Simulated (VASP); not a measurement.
Input of a VASP 6.6.1 run:

The input INCAR:

```
PREC = Accurate
ENCUT = 600
EDIFF = 1E-7
ISMEAR = 0
SIGMA = 0.02
LREAL = False
LASPH = True
NELM = 100
ALGO = Normal
ISIF = 3
LWAVE = False
LCHARG = False
GGA = PE
IBRION = 2
NSW = 100
EDIFFG = -0.01
```

KPOINTS

```
Automatic mesh
0
Gamma
  8 8 6
```

Contents of POSCAR:

```
Be2H3
1.0
    3.8841948240      0.0000000000      0.0000000000
    1.8923724501      3.6088473418      0.0000000000
    1.8517999398      0.2551130314      5.5419965401
Be H
4 6
Direct
    0.8742695520      0.1755042051      0.9888594569
    0.8660061368      0.4972565003      0.6339870923
    0.4417143049      0.2028967194      0.7544234689
    0.0774335904      0.4701366267      0.1734190573
    0.1015046422      0.8036810744      0.0672972687
    0.1597071533      0.3759287331      0.4060027137
    0.4872680408      0.5184722780      0.6256040553
    0.4713631335      0.1785457682      0.0159201011
    0.7766887136      0.8810323111      0.6446924281
    0.7440447323      0.3965457837      0.1897943577
```

Potentials or basis: VASP PAW PBE potentials, release 64 (Be, H).

The run is started by

```sh
$ cat potpaw_PBE.64/Be/POTCAR potpaw_PBE.64/H/POTCAR > POTCAR
$ mpirun -np 1 vasp_std > vasp.out
```

(1) Predict the band gap on the k mesh.

(2) Predict the relaxed cell.

(3) Predict the relaxed volume.

(4) Estimate the space group after relaxing (to 0.1 Å).

Results:

(1) 1.81 eV (least direct gap 2.11 eV).

(2) a = 3.890 Å, b = 4.076 Å, c = 5.849 Å, α = 79.31°, β = 71.56°, γ = 62.31°.

(3) 7.78 Å³/atom.

(4) P1 (No. 1).
